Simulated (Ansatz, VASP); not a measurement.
# Two plane-wave programs on Ta

INCAR

```
  PREC = Accurate
  ENCUT = 600
  EDIFF = 1E-6
  ISMEAR = 1
  SIGMA = 0.1
  LREAL = False
  LASPH = True
  NELM = 60
  ALGO = Normal
  ISIF = 3
  LWAVE = False
  LCHARG = False
  GGA = B5
  ALDAX = 1.0
  AGGAX = 1.0
  AGGAC = 1.0
  ALDAC = 0.0
  IVDW = 12
  VDW_S6 = 1.0
  VDW_S8 = 2.6996
  VDW_A1 = 0.4298
  VDW_A2 = 4.2359
  IBRION = 2
  NSW = 80
  EDIFFG = -0.01
```

Contents of KPOINTS:

```
Automatic mesh
0
Gamma
  12 12 6
```

Contents of POSCAR:

```
Ta
1.0
    2.9003720000      0.0000000000      0.0000000000
   -1.4501860000      2.5117960000      0.0000000000
    0.0000000000      0.0000000000      5.1662740000
Ta
2
Direct
    0.6666666667      0.3333333333      0.7500000000
    0.3333333333      0.6666666667      0.2500000000
```

Input for Ansatz:

```yaml
crystal:
  lattice:
    - [2.900372, 0.0, 0.0]
    - [-1.450186, 2.511796, 0.0]
    - [0.0, 0.0, 5.166274]
  atoms:
    - { symbol: Ta, position: [0.6666666666666666, 0.3333333333333333, 0.75] }
    - { symbol: Ta, position: [0.3333333333333333, 0.6666666666666666, 0.25] }
basis:
  ecutwfc: 476.19925930478996
kpoints:
  mp_grid:
    grid: [12, 12, 6]
hamiltonian:
  xc: blyp
  dispersion: d3bj
scf:
  occupations:
    method: cold
    width: 0.1
relax:
  cell: {}
```

Alike in both runs: task relaxation of cell and atoms; functional BLYP; dispersion D3(BJ); k mesh 12 × 12 × 6; no spin polarisation.

```csv
,VASP,Ansatz
version,VASP 6.6.1,Ansatz 0.2.0
potentials or method,"VASP PAW PBE potentials, release 64 (Ta_pv), cutoff 600 eV","plane waves, PAW"
occupations,"methfessel-paxton of order 1, width 0.1 eV","cold, width 0.1 eV"
valence electrons in the cell,22,26
```

|  | VASP | Ansatz | Ansatz less VASP |
| --- | --- | --- | --- |
| relaxed volume (Å³/atom) | 18.01 | 17.91 | -0.098 |
| relaxed length of the cell vector where the two differ most in proportion (Å) | 5.116 | 5.105 | -0.0117 |

VASP's potentials were made for PBE, not for BLYP. VASP's potentials hold 22 valence electrons a cell and Ansatz's 26, so a difference there can come from the potentials and not from the codes.

Neither program's run includes spin-orbit coupling.
